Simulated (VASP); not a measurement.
Here is a VASP 6.6.1 calculation.

File INCAR:

```
PREC = Accurate
ENCUT = 520
EDIFF = 1E-8
ISMEAR = -1
SIGMA = 0.05
LREAL = F
LASPH = T
NELM = 60
ALGO = Normal
ISIF = 2
LWAVE = F
LCHARG = F
GGA = PS
LEFG = T
NBANDS = 20
```

File KPOINTS:

```
Automatic mesh
0
Gamma
  11 11 10
```

Contents of POSCAR:

```
TiRh
1.0
    3.0273202986      0.0000000000      0.0000000000
    0.0000000000      3.0273202986      0.0000000000
    0.0000000000      0.0000000000      3.3940840028
Ti Rh
1 1
Direct
    0.5000000000      0.5000000000      0.5000000000
    0.0000000000      0.0000000000      0.0000000000
```

Potentials or basis: VASP PAW PBE potentials, release 64 (Ti_sv, Rh_pv).

The run is started by

```sh
$ cat potpaw_PBE.64/Ti_sv/POTCAR potpaw_PBE.64/Rh_pv/POTCAR > POTCAR
$ mpirun -np 1 vasp_std > vasp.out
```

Task: Predict the pressure.

Result: -13.2 GPa.

Stress tensor (GPa, compression positive):
```
-13.91   0.00   0.00
  0.00 -13.91   0.00
  0.00   0.00 -11.65
```

Caveat: without QUAD_EFG the Cq values of the log hold for a quadrupole moment of 1 mb, not for the nuclei; the PAW data sets were made with another functional, which shifts forces and pressure a little.
